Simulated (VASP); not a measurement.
The system is NdPbI4.

```
Nd Pb I
1.0
     0.00000    4.76239    4.76239
     4.76239    0.00000    4.76239
     4.76239    4.76239    0.00000
Nd Pb I
1 1 4
Direct
  0.75000 0.75000 0.75000
  0.00000 0.00000 0.00000
  0.87155 0.37615 0.37615
  0.37615 0.37615 0.37615
  0.37615 0.87155 0.37615
  0.37615 0.37615 0.87155
```

The cell was generated, and may not be a known phase.

| Quantity | Value |
| --- | --- |
| Program | VASP 6.6.1 |
| Task | relaxation of cell and atoms |
| Functional | PBE |
| Potentials or basis | VASP PAW PBE potentials, release 64 (Nd_3, Pb_d, I), 4f in core |
| Cutoff | 500 eV |
| k mesh | 8 × 8 × 8 |
| Occupations | gaussian, width 0.1 eV |
| Spin | no spin polarisation |

At the start: pressure 1.3 GPa; volume 36.00 Å³/atom.

Where does the relaxation end?

Over 6 steps the energy falls by 7.5 meV/atom and the volume is 37.71 Å³/atom (+4.7 %); space group F-43m (No. 216, to 0.1 Å) before and after.

Step by step:
```
step  energy change (eV)  largest force (eV/Å)  pressure (GPa)  volume (Å³)
   1              0.0000                0.2141            1.25       216.03
   2             -0.0436                0.0517            0.16       224.95
   3             -0.0447                0.0249           -0.02       226.68
   4             -0.0446                0.0282            0.00       226.46
   5             -0.0447                0.0128            0.01       226.34
   6             -0.0448                0.0029            0.02       226.26
```

Final structure:
```xyz
6
Lattice="0.0000 4.8364 4.8364 4.8364 0.0000 4.8364 4.8364 4.8364 0.0000" Properties=species:S:1:pos:R:3 pbc="T T T"
Nd    7.2546    7.2546    7.2546
Pb    0.0000    0.0000    0.0000
I     3.6302    6.0427    6.0427
I     3.6302    3.6302    3.6302
I     6.0427    3.6302    6.0427
I     6.0427    6.0427    3.6302
```

Caveat: an odd number of electrons without spin polarisation forces a metal; a magnetic or distorted state may lie lower; the run has no spin polarisation, though such a crystal can be magnetic.
